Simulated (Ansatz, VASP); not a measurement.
Fe in VASP and in Ansatz

```
Fe
1.0
    -1.45839    1.45839    1.45839
     1.45839   -1.45839    1.45839
     1.45839    1.45839   -1.45839
Fe
1
Cartesian
  0.0000 0.0000 0.0000
```

Alike in both runs: task single point; functional r2SCAN; k mesh 9 × 9 × 9; collinear spin.

```csv
,VASP,Ansatz
version,VASP 6.6.1,Ansatz 0.2.0
potentials or method,"VASP PAW PBE potentials, release 64 (Fe), cutoff 660 eV",PAW plane waves
occupations,"fermi-dirac, width 0.1 eV",fermi-dirac
valence electrons in the cell,8,16
```

Ansatz gave:

- gap on the k mesh at the Fermi level (eV): none
- net moment per atom (μB): 2.66
- size of the moment on the site where the two differ most (μB): 2.83

Question: Estimate VASP's values.

Answer: gap on the k mesh at the Fermi level (eV): none; net moment per atom (μB): 0.00; size of the moment on the site where the two differ most (μB): 0.00.

The net moments are unlike, so the other rows may belong to different states. VASP's potentials were made for PBE, not for r2SCAN. Site moments also hang on the region over which each program counts them. A gap of «none» marks a metal or a gap that the smearing closes. VASP's potentials hold 8 valence electrons a cell and Ansatz's 16, so a difference there can come from the potentials and not from the codes. Ansatz's warnings: stability check not made.
